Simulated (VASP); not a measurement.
Wanted: the native input for a VASP 6.6.1 run.

```
Task                   : single point
Functional             : PBEsol
Potentials or basis    : VASP PAW PBE potentials, release 64 (In_d)
Cutoff                 : 520 eV
k mesh                 : 20 × 20 × 20
Occupations            : gaussian, width 0.15 eV
Spin                   : no spin polarisation
Dipole correction      : no
Further INCAR settings : ALGO = Fast; EDIFF = 1e-06; NBANDS = 12
```

The structure of In lies in POSCAR:

```
In
1.0
   -1.6261500000      1.6261500000      2.4739500000
    1.6261500000     -1.6261500000      2.4739500000
    1.6261500000      1.6261500000     -2.4739500000
In
1
Direct
    0.0000000000      0.0000000000      0.0000000000
```

The input as run:

INCAR

```
SYSTEM = In
PREC = Accurate
ENCUT = 520
EDIFF = 1E-6
ISMEAR = 0
SIGMA = 0.15
LREAL = .FALSE.
LASPH = .TRUE.
NELM = 60
ALGO = Fast
ISIF = 2
LWAVE = .FALSE.
LCHARG = .FALSE.
GGA = PS
NBANDS = 12
```

KPOINTS

```
regular mesh
0
G
  20 20 20
  0 0 0
```

Potentials or basis: VASP PAW PBE potentials, release 64 (In_d).

Command:

```sh
$ cat potpaw_PBE.64/In_d/POTCAR > POTCAR
$ mpirun -np 1 vasp_std > vasp.out
```

Results of the run:

The pressure is -0.9 GPa. The band gap on the k mesh is zero (an odd number of electrons rules out a gap without spin polarisation).

Caveat: the PAW data sets were made with another functional, which shifts forces and pressure a little; spin-orbit coupling is left out, which moves the levels of the heavy elements.

Run time: 2.4 min on 1 thread of Intel(R) Xeon(R) Platinum 8488C (Sapphire Rapids), with other jobs on the host, peak memory 0.31 GiB.
